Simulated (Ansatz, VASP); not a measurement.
**Na in VASP and in Ansatz**

```
Na
1.0
    -2.08472    2.08472    2.08472
     2.08472   -2.08472    2.08472
     2.08472    2.08472   -2.08472
Na
1
Direct
  0.00000 0.00000 0.00000
```

Alike in both runs: functional PBEsol; k mesh 14 × 14 × 14; occupations fermi-dirac, width 0.05 eV; no spin polarisation.

Ansatz relaxed the structure, and its values are those at the end. VASP's run is a single point on that final structure, the one shown.

```csv
,VASP,Ansatz
version,VASP 6.6.1,Ansatz 0.2.0
potentials or method,"VASP PAW PBE potentials, release 64 (Na_pv)","PAW with Ansatz's default frozen-core files, scalar-relativistic"
plane-wave cutoff (eV),520,420
valence electrons in the cell,7,9
```

```csv
,VASP,Ansatz,Ansatz less VASP
pressure (GPa),0.0,0.0,+0.02
```

VASP's potentials were made for PBE, not for PBEsol. With one functional, cell and mesh, what is left measures potentials, basis and numerics. VASP's potentials hold 7 valence electrons a cell and Ansatz's 9, so a difference there can come from the potentials and not from the codes.
